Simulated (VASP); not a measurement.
Wanted: the native input for a VASP 6.6.1 run.

```yaml
Task: single point
Functional: PBE
Potentials_or_basis: VASP PAW PBE potentials, release 64 (Ta_pv, S)
Cutoff: 500 eV
k_mesh: 5 × 5 × 3
Occupations: gaussian, width 0.1 eV
Spin: no spin polarisation
Dipole_correction: no
Further_INCAR_settings: ALGO = Normal; EDIFF = 1e-06; NBANDS = 18
```

The structure of TaS2 lies in POSCAR:

```
TaS2
1.0
    3.3828573416      0.0000000000      0.0000000000
   -1.6914286708      2.9296403952      0.0000000000
    0.0000000000      0.0000000000      6.1679785700
Ta S
1 2
Direct
    0.0000000000      0.0000000000      0.0000000000
    0.6666666667      0.3333333333      0.7542821200
    0.3333333333      0.6666666667      0.2457178800
```

The input as run:

INCAR

```
PREC = Accurate
ENCUT = 500
EDIFF = 1E-6
ISMEAR = 0
SIGMA = 0.1
LREAL = F
LASPH = T
NELM = 120
ALGO = Normal
ISIF = 2
LWAVE = F
LCHARG = F
GGA = PE
NBANDS = 18
GGA_COMPAT = F
```

KPOINTS

```
Automatic mesh
0
Gamma
  5 5 3
```

Potentials or basis: VASP PAW PBE potentials, release 64 (Ta_pv, S).

Command:

```bash
$ cat potpaw_PBE.64/Ta_pv/POTCAR potpaw_PBE.64/S/POTCAR > POTCAR
$ mpirun -np 1 vasp_std > vasp.out
```

Results of the run:

```json
{"Pressure": "1.5 GPa", "Largest force": "0.084 eV/Å", "Band gap on the k mesh": "zero (an odd number of electrons rules out a gap without spin polarisation)"}
```

Caveat: the k points lie up to 0.43 Å⁻¹ apart, too coarse for converged energies and pressures of a metal; spin-orbit coupling is left out, which moves the levels of the heavy elements; this functional lacks dispersion, which binds the layers, so the pressure and a relaxed spacing across them are unreliable.

Wall time 9.6 s on 1 thread of Intel(R) Xeon(R) 6975P-C (Granite Rapids) (shared host), peak memory 0.18 GiB.
